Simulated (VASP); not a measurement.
# K (Pm-3m) in VASP: notebook

K is run at these levels: PBEsol; tasks: single point.

Everything below comes from runs of VASP 6.6.1. Logs are shortened: lines on timing, memory, paths and dates and some standing lists are left out, and cuts for length are marked.

## 1. The cell of the first run

Symmetry: Pm-3m, No. 221, cubic system. Conventional cell: a = 4.077 Å, b = 4.077 Å, c = 4.077 Å, α = 90.00°, β = 90.00°, γ = 90.00°. Within 5.4 Å of K (site symmetry m-3m) lie 6 K at 4.08 Å.

## 2. Single point, PBEsol (volume scaled by 0.88)

INCAR reads:

```
SYSTEM = K
ALGO = Normal
EDIFF = 1E-7
ENCUT = 520
GGA = PS
ISIF = 2
ISMEAR = -1
LASPH = .True.
LCHARG = .False.
LREAL = .False.
LWAVE = .False.
NBANDS = 10
NELM = 80
PREC = Accurate
SIGMA = 0.1
```

KPOINTS reads:

```
k-points
0
Gamma
  8 8 8
  0 0 0
```

POSCAR reads:

```
K
1.0
    4.0773541859      0.0000000000      0.0000000000
    0.0000000000      4.0773541859      0.0000000000
    0.0000000000      0.0000000000      4.0773541859
K
1
Direct
    0.0000000000      0.0000000000      0.0000000000
```

Potentials or basis: VASP PAW PBE potentials, release 64 (K_sv).

Command:

```
> cat potpaw_PBE.64/K_sv/POTCAR > POTCAR
> mpirun -np 1 vasp_std > vasp.out
```

OUTCAR:

```text
SYSTEM = K
   EDIFF = 1E-7
   ENCUT = 520
   GGA = PS
   ISIF = 2
   ISMEAR = -1
   LASPH = .True.
   LREAL = .False.
   NELM = 80
   PREC = Accurate

 ion  position               nearest neighbor table
   1  0.000  0.000  0.000-

  LATTYP: Found a simple cubic cell.
 ALAT       =     4.0773541859

  Lattice vectors:

 A1 = (   4.0773541859,   0.0000000000,   0.0000000000)
 A2 = (   0.0000000000,   4.0773541859,   0.0000000000)
 A3 = (   0.0000000000,   0.0000000000,   4.0773541859)

Analysis of symmetry for initial positions (statically):
=====================================================================
 Subroutine PRICEL returns:
 Original cell was already a primitive cell.

 Routine SETGRP: Setting up the symmetry group for a
 simple cubic supercell.

 Subroutine GETGRP returns: Found 48 space group operations
 (whereof 48 operations were pure point group operations)
 out of a pool of 48 trial point group operations.

The static configuration has the point symmetry O_h .

Analysis of symmetry for dynamics (positions and initial velocities):
=====================================================================
 Subroutine PRICEL returns:
 Original cell was already a primitive cell.

 Routine SETGRP: Setting up the symmetry group for a
 simple cubic supercell.

 Subroutine GETGRP returns: Found 48 space group operations
 (whereof 48 operations were pure point group operations)
 out of a pool of 48 trial point group operations.

The dynamic configuration has the point symmetry O_h .

 Subroutine INISYM returns: Found 48 space group operations
 (whereof 48 operations are pure point group operations),
 and found     1 'primitive' translations

----------------------------------------------------------------------------------------

                                     Primitive cell

  volume of cell :      67.7853

  direct lattice vectors                    reciprocal lattice vectors
     4.077354186  0.000000000  0.000000000     0.245257084  0.000000000  0.000000000
     0.000000000  4.077354186  0.000000000     0.000000000  0.245257084  0.000000000
     0.000000000  0.000000000  4.077354186     0.000000000  0.000000000  0.245257084

  length of vectors
     4.077354186  4.077354186  4.077354186     0.245257084  0.245257084  0.245257084

  position of ions in fractional coordinates (direct lattice)
     0.000000000  0.000000000  0.000000000

[... 71 lines left out ...]
   LSORBIT =      F    spin-orbit coupling
   LASPH  =      T    aspherical Exc in radial PAW
   ENCUT  =  520.0 eV  38.22 Ry    6.18 a.u.   7.58  7.58  7.58*2*pi/ulx,y,z
   NELM   =     80;   NELMIN=  2; NELMDL= -5     # of ELM steps
   EDIFF  = 0.1E-06   stopping-criterion for ELM
   LREAL  =      F    real-space projection
   EDIFFG = 0.1E-05   stopping-criterion for IOM
   NSW    =      0    number of steps for IOM
   IBRION =     -1    ionic relax: 0-MD 1-quasi-New 2-CG
   NFREE  =      0    steps in history (QN), initial steepest desc. (CG)
   ISIF   =      2    stress and relaxation
   ISYM   =      2    0-nonsym 1-usesym 2-fastsym
   POTIM  = 0.5000    time-step for ionic-motion
   TEBEG  =    0.0;   TEEND  =   0.0 temperature during run
   PSTRESS=    0.0 pullay stress
   NELECT =       9.0000    total number of electrons
   NUPDOWN=      -1.0000    fix difference up-down
   EMIN   =  10.00;   EMAX   =-10.00  energy-range for DOS
   EFERMI =   0.00;   METHOD = LEGACY
   ISMEAR =    -1;   SIGMA  =   0.10  broadening in eV -4-tet -1-fermi 0-gaus
   EFERMI_NEDOS =   21; number of points for ismear=-14 and -15
   IALGO  =     38    algorithm
   IMIX   =      4    mixing-type and parameters
     AMIX     =   0.40;   BMIX     =  1.00
     AMIX_MAG =   1.60;   BMIX_MAG =  1.00
  volume/ion in A,a.u.               =      67.79       457.44
  Fermi-wavevector in a.u.,A,eV,Ry     =   0.835175  1.578251  9.490288  0.697516
  Thomas-Fermi vector in A             =   1.948689
   LORBIT       =      0    0 simple, 1 ext, 2 COOP (PROOUT), +10 PAW based schemes
   GGA     = PS    functional components
   LHFCALC =     F    Hartree Fock is set to
   AEXX    =    0.0000 exact exchange contribution
   IVDW    =     0    specifies the selected vdW correction
   LEPSILON=     F    determine dielectric tensor
   LRPA    =     F    only Hartree local field effects (RPA)
 non-spin polarized calculation
  energy-cutoff  :      520.00
  volume of cell :       67.79
 maximum number of plane-waves:      1856
   NGX = 15   NGY = 15   NGZ = 15

 number of electron       9.0000003 magnetization

 Free energy of the ion-electron system (eV)
  ---------------------------------------------------
  ext. energy  EPLUGINS =         0.00000000
  ---------------------------------------------------
  free energy    TOTEN  =        -1.03026739 eV

  energy without entropy =       -1.00905823  energy(sigma->0) =       -1.01966281

 E-fermi :   0.0613     XC(G=0):  -5.8996

 val. band max:        0.0289550595   @ k =   0.5000   0.0000   0.0000
 cond. band min:       0.2115742693   @ k =   0.5000   0.1250   0.0000
 fundamental gap:      0.1826192098
 Fermi energy:         0.0613385123

 k-point     1 :       0.0000    0.0000    0.0000
  band No.  band energies     occupation
      1     -32.1032      2.00000
      2     -15.5834      2.00000
      3     -15.5834      2.00000
      4     -15.5834      2.00000
      5      -2.2378      2.00000
      6       2.9391      0.00000
      7       2.9391      0.00000
      8       6.5760      0.00000
      9       6.5760      0.00000
     10       6.5761      0.00000
[... 287 lines left out ...]
 k-point    24 :       0.5000    0.3750    0.1250
  band No.  band energies     occupation
      1     -32.0860      2.00000
      2     -15.7091      2.00000
      3     -15.6865      2.00000
      4     -15.5803      2.00000
      5       0.9512      0.00027
      6       1.6506      0.00000
      7       2.8241      0.00000
      8       3.3524      0.00000
      9       5.1915      0.00000
     10       5.2679      0.00000

 [... further k-points ...]
[... 5 lines left out ...]
  --------------------------------------------------------------------------------------
  -------------------------------------------------------------------------------------
  Total        0.1695007      0.1695007      0.1695007     -0.0000000      0.0000000     -0.0000000
  in kB        4.0063308      4.0063308      4.0063308     -0.0000000      0.0000000     -0.0000000
  external PRESSURE =       4.0063308 kB  Pullay stress =       0.0000000 kB

 VOLUME and BASIS-vectors are now :
 -----------------------------------------------------------------------------
  energy-cutoff  :      520.00
  volume of cell :       67.79
      direct lattice vectors                 reciprocal lattice vectors
     4.077354186  0.000000000  0.000000000     0.245257084  0.000000000  0.000000000
     0.000000000  4.077354186  0.000000000     0.000000000  0.245257084  0.000000000
     0.000000000  0.000000000  4.077354186     0.000000000  0.000000000  0.245257084

 POSITION                                       TOTAL-FORCE (eV/Angst)
 -----------------------------------------------------------------------------------
      0.00000      0.00000      0.00000         0.000000      0.000000      0.000000
 -----------------------------------------------------------------------------------
    total drift:                                0.000000      0.000000     -0.000000

  FREE ENERGIE OF THE ION-ELECTRON SYSTEM (eV)
  ---------------------------------------------------
  free  energy   TOTEN  =        -1.0302673917 eV

  energy  without entropy=       -1.0090582251  energy(sigma->0) =       -1.01966281
```

Run time: 18 s. Hardware: 1 thread of Intel Xeon 6975P-C, shared host; peak memory 0.17 GiB.

What came out:

| Item | Value |
| --- | --- |
| Free energy | -1.0303 eV |
| Pressure | 0.4 GPa |

Levels at points of the mesh, in eV from the Fermi level:
```
           k point  band 1  band 2  band 3  band 4  band 5  band 6  band 7  band 8
(0.00, 0.00, 0.00)  -32.16  -15.64  -15.64  -15.64   -2.30    2.88    2.88    6.51
(0.50, 0.00, 0.00)  -32.16  -15.79  -15.63  -15.63   -0.03    0.17    3.54    4.84
(0.50, 0.50, 0.00)  -32.15  -15.77  -15.77  -15.62    0.99    2.29    2.43    2.43
(0.50, 0.50, 0.50)  -32.14  -15.75  -15.75  -15.75    2.24    2.24    2.24    4.49
```

Caveat: the cell differs from its parent crystal (volume scaled by 0.88); the PAW data sets were made with another functional, which shifts forces and pressure a little.

## 3. Single point, PBEsol (volume scaled by 0.92)

INCAR reads:

```
SYSTEM = K
  ALGO = Normal
  EDIFF = 1E-6
  ENCUT = 520
  GGA = PS
  ISIF = 2
  ISMEAR = -1
  LASPH = .True.
  LCHARG = .True.
  LELF = .True.
  LREAL = .False.
  LVHAR = .True.
  LWAVE = .False.
  NBANDS = 10
  NELM = 60
  PREC = Accurate
  SIGMA = 0.1
```

KPOINTS is that of step 2.

POSCAR reads:

```
K
1.0
    4.1382191918      0.0000000000      0.0000000000
    0.0000000000      4.1382191918      0.0000000000
    0.0000000000      0.0000000000      4.1382191918
K
1
Direct
    0.0000000000      0.0000000000      0.0000000000
```

Potentials or basis: VASP PAW PBE potentials, release 64 (K_sv).

Command:

```
> cat potpaw_PBE.64/K_sv/POTCAR > POTCAR
> mpirun -np 1 vasp_std > vasp.out
```

Run time: 14 s. Hardware: 1 thread of Intel Xeon 6975P-C, shared host; peak memory 0.18 GiB.

Results (log left out):

```yaml
Free_energy: -1.0364 eV
Pressure: 0.2 GPa
```

Levels at points of the mesh, in eV from the Fermi level:
| k point | band 1 | band 2 | band 3 | band 4 | band 5 | band 6 | band 7 | band 8 |
| --- | --- | --- | --- | --- | --- | --- | --- | --- |
| (0.00, 0.00, 0.00) | -32.17 | -15.66 | -15.66 | -15.66 | -2.23 | 2.88 | 2.88 | 6.42 |
| (0.50, 0.00, 0.00) | -32.17 | -15.79 | -15.65 | -15.65 | -0.04 | 0.17 | 3.52 | 4.79 |
| (0.50, 0.50, 0.00) | -32.16 | -15.77 | -15.77 | -15.64 | 1.03 | 2.22 | 2.34 | 2.34 |
| (0.50, 0.50, 0.50) | -32.15 | -15.76 | -15.76 | -15.76 | 2.26 | 2.26 | 2.26 | 4.42 |

Caveat: the cell differs from its parent crystal (volume scaled by 0.92); the PAW data sets were made with another functional, which shifts forces and pressure a little.

## 4. Single point, PBEsol

This run uses another cell than the first one, of 77.03 Å³/atom, 1.136 times its volume.

INCAR reads:

```
PREC = Accurate ; ENCUT = 520
EDIFF = 1E-6 ; ISMEAR = -1
SIGMA = 0.1 ; LREAL = F
LASPH = T ; NELM = 60
ALGO = Normal ; ISIF = 2
LWAVE = F ; LCHARG = T
GGA = PS ; LELF = T
LVHAR = T ; NBANDS = 10
```

KPOINTS reads:

```
regular mesh
0
Gamma
  8 8 8
```

POSCAR reads:

```
K
1.0
    4.2548496140      0.0000000000      0.0000000000
    0.0000000000      4.2548496140      0.0000000000
    0.0000000000      0.0000000000      4.2548496140
K
1
Direct
    0.0000000000      0.0000000000      0.0000000000
```

Command:

```
> cat potpaw_PBE.64/K_sv/POTCAR > POTCAR
> mpirun -np 1 vasp_std > vasp.out
```

Wall time 18 s (1 thread of Intel Xeon 6975P-C, shared host); peak memory 0.18 GiB.

Results (log left out):

* Free energy: -1.0400 eV
* Pressure: 0.0 GPa

Levels at points of the mesh, in eV from the Fermi level:
| k point | band 1 | band 2 | band 3 | band 4 | band 5 | band 6 | band 7 | band 8 |
| --- | --- | --- | --- | --- | --- | --- | --- | --- |
| (0.00, 0.00, 0.00) | -32.20 | -15.70 | -15.70 | -15.70 | -2.11 | 2.88 | 2.88 | 6.23 |
| (0.50, 0.00, 0.00) | -32.20 | -15.79 | -15.69 | -15.69 | -0.06 | 0.17 | 3.50 | 4.69 |
| (0.50, 0.50, 0.00) | -32.19 | -15.78 | -15.78 | -15.68 | 1.11 | 2.11 | 2.19 | 2.19 |
| (0.50, 0.50, 0.50) | -32.19 | -15.77 | -15.77 | -15.77 | 2.28 | 2.28 | 2.28 | 4.30 |

Caveat: the PAW data sets were made with another functional, which shifts forces and pressure a little.

## 5. Summary

```tsv
cell	gap on the mesh (eV)	pressure (GPa)
a = 4.077 Å, 1 atom	none	0.4
a = 4.138 Å, 1 atom	none	0.2
a = 4.255 Å, 1 atom	none	0.0
```

Alike in all rows: task single point; level PBEsol; potentials or basis VASP PAW PBE potentials, release 64 (K_sv); no spin polarisation; k mesh 8 × 8 × 8; cutoff (eV) 520; smearing fermi-dirac 0.1 eV.

Caveats: the PAW data sets were made with another functional, which shifts forces and pressure a little.

Absolute energies hang on the potentials; compare differences alone.
